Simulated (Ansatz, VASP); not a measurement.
## ScTiN2: VASP beside Ansatz

```
Sc Ti N
1.0
     3.09522    0.00000    0.00000
     0.00000    3.09522    0.00000
     0.00000    0.00000    4.35641
Sc Ti N
1 1 2
Direct
  0.50000 0.50000 0.50000
  0.00000 0.00000 0.00000
  0.00000 0.00000 0.50000
  0.50000 0.50000 0.00000
```

Change from the starting cell: species swapped into the LiNdSe2 type (P4/mmm, No. 123).

Alike in both runs: functional PBE; k mesh 16 × 16 × 10; occupations gaussian, width 0.1 eV; no spin polarisation.

Ansatz relaxed the structure, and its values are those at the end. VASP's run is a single point on that final structure, the one shown.

|  | VASP | Ansatz |
| --- | --- | --- |
| version | VASP 6.6.1 | Ansatz 0.2.0 |
| potentials or method | VASP PAW PBE potentials, release 64 (Sc_sv, Ti_sv, N), cutoff 520 eV | scalar-relativistic, plane waves, PAW |
| valence electrons in the cell | 33 | 33 |

```tsv
	VASP	Ansatz	Ansatz less VASP
gap on the k mesh at the Fermi level (eV)	none	none	-
pressure (GPa)	0.8	0.0	-0.84
```

A gap of «none» marks a metal or a gap that the smearing closes.
